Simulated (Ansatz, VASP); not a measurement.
**ZrB2 in VASP and in Ansatz**

```xyz
3
Lattice="3.1272 0.0000 0.0000 -1.5636 2.7082 0.0000 0.0000 0.0000 3.4853" Properties=species:S:1:pos:R:3 pbc="T T T"
Zr    0.0000    0.0000    0.0000
B     1.5636    0.9027    1.7426
B     0.0000    1.8055    1.7426
```

Change from the starting cell: volume scaled by 0.96.

Alike in both runs: task single point; functional LDA; k mesh 10 × 10 × 8; occupations fermi-dirac, width 0.05 eV; no spin polarisation.

```csv
,VASP,Ansatz
version,VASP 6.6.1,Ansatz 0.2.0
potentials or method,"VASP PAW LDA potentials, release 64 (Zr_sv, B), cutoff 520 eV","all-electron LAPW, scalar-relativistic"
```

```tsv
	VASP	Ansatz	Ansatz less VASP
gap on the k mesh at the Fermi level (eV)	none	none	-
pressure (GPa)	1.8	1.3	-0.51
traceless stress, the component that is largest in VASP (GPa)	0.11	0.11	-0.002
```

LDA's correlation is that of Perdew and Zunger in VASP and of Perdew and Wang (1992) in Ansatz. A gap of «none» marks a metal or a gap that the smearing closes. Ansatz ran all-electron here, and VASP with PAW potentials.
